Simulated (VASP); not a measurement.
A run of VASP 6.6.1 is set up as follows.

Contents of INCAR:

```
ALGO = Normal
EDIFF = 1E-6
ENCUT = 500
GGA = PS
GGA_COMPAT = False
ISIF = 2
ISMEAR = -1
LASPH = True
LCHARG = False
LREAL = False
LWAVE = False
NBANDS = 16
NELM = 120
PREC = Accurate
SIGMA = 0.05
```

The input KPOINTS:

```
k-points
0
Gamma
  8 8 8
```

POSCAR

```
AgBr
1.0
    0.0000000000      2.8891581698      2.8891581698
    2.8891581698      0.0000000000      2.8891581698
    2.8891581698      2.8891581698      0.0000000000
Ag Br
1 1
Direct
    0.0000000000      0.0000000000      0.0000000000
    0.5000000000      0.5000000000      0.5000000000
```

Potentials or basis: VASP PAW PBE potentials, release 64 (Ag, Br).

Command:

```sh
$ cat potpaw_PBE.64/Ag/POTCAR potpaw_PBE.64/Br/POTCAR > POTCAR
$ mpirun -np 1 vasp_std > vasp.out
```

**Question.** Estimate the pressure.

**Answer.** -2.5 GPa.

**Question.** What does it give for the band gap on the k mesh?

**Answer.** 0.51 eV, indirect (least direct gap 2.39 eV).

Caveat: the PAW data sets were made with another functional, which shifts forces and pressure a little. A k mesh can miss the band edges.
